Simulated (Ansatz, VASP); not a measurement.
Na: VASP beside Ansatz

```
CELL_PARAMETERS angstrom
-2.02690 2.02690 2.02690
2.02690 -2.02690 2.02690
2.02690 2.02690 -2.02690
ATOMIC_POSITIONS crystal
Na 0.00000 0.00000 0.00000
```

Alike in both runs: functional LDA; k mesh 14 × 14 × 14; occupations gaussian, width 0.1 eV; no spin polarisation.

Ansatz relaxed the structure, and its values are those at the end. VASP's run is a single point on that final structure, the one shown.

|  | VASP | Ansatz |
| --- | --- | --- |
| version | VASP 6.6.1 | Ansatz 0.2.0 |
| potentials or method | VASP PAW LDA potentials, release 64 (Na_pv), cutoff 500 eV | scalar-relativistic, plane waves, PAW |
| valence electrons in the cell | 7 | 9 |

```csv
,VASP,Ansatz,Ansatz less VASP
gap on the k mesh at the Fermi level (eV),none,none,-
pressure (GPa),-0.1,0.0,+0.05
```

Ansatz warns that its potentials were made for another functional, while VASP's fit it. LDA's correlation is that of Perdew and Zunger in VASP and of Perdew and Wang (1992) in Ansatz. A gap of «none» marks a metal or a gap that the smearing closes. VASP's potentials hold 7 valence electrons a cell and Ansatz's 9, so a difference there can come from the potentials and not from the codes.
